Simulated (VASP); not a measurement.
**Ge2Se3: single point with PBE**

Crystal: Ge2Se3.

```xyz
5
Lattice="1.8960 1.0947 9.6898 -1.8960 1.0947 9.6898 0.0000 -2.1893 9.6898" Properties=species:S:1:pos:R:3 pbc="T T T"
Ge    0.0000    0.0000   11.4083
Ge    0.0000    0.0000   17.6610
Se    0.0000    0.0000    0.0000
Se    0.0000    0.0000    6.5771
Se    0.0000    0.0000   22.4923
```

| Property | Result |
| --- | --- |
| Program | VASP 6.6.1 |
| Task | single point |
| Functional | PBE |
| Potentials or basis | VASP PAW PBE potentials, release 64 (Ge_d, Se) |
| Cutoff | 520 eV |
| k mesh | 6 × 6 × 6 |
| Occupations | gaussian, width 0.1 eV |
| Spin | no spin polarisation |

```json
{"Pressure": "0.2 GPa", "Largest force": "0.030 eV/Å", "Band gap on the k mesh": "zero (bands 23 and 24 overlap by 0.28 eV)"}
```

Forces in eV/Å, atoms in the order of the input:
```
Ge   0.000  0.000 -0.024
Ge   0.000  0.000  0.024
Se   0.000  0.000  0.000
Se   0.000  0.000 -0.030
Se   0.000  0.000  0.030
```

Stress tensor (GPa, compression positive):
```
0.17 0.00 0.00
0.00 0.17 0.00
0.00 0.00 0.28
```

Levels at points of the mesh, in eV from the Fermi level:
```
           k point  band 19  band 20  band 21  band 22  band 23  band 24  band 25  band 26  band 27  band 28
(0.00, 0.00, 0.00)    -1.48    -1.48    -1.25    -1.25    -1.09     0.60     1.47     2.31     2.31     3.49
(0.50, 0.00, 0.00)    -3.54    -2.79    -2.29    -1.67    -1.37    -0.05     2.01     3.16     3.92     4.11
(0.50, 0.50, 0.00)    -3.57    -2.70    -1.76    -1.62    -1.47    -0.22     2.22     2.91     3.39     4.36
(0.50, 0.50, 0.50)    -1.44    -1.44    -1.29    -1.29     0.05     0.09     1.51     2.38     2.38     3.53
```

It took 9.4 min on 1 thread of AMD EPYC 9R45 96-Core Processor (Zen 5), on a shared host, peak memory 0.9 GiB.
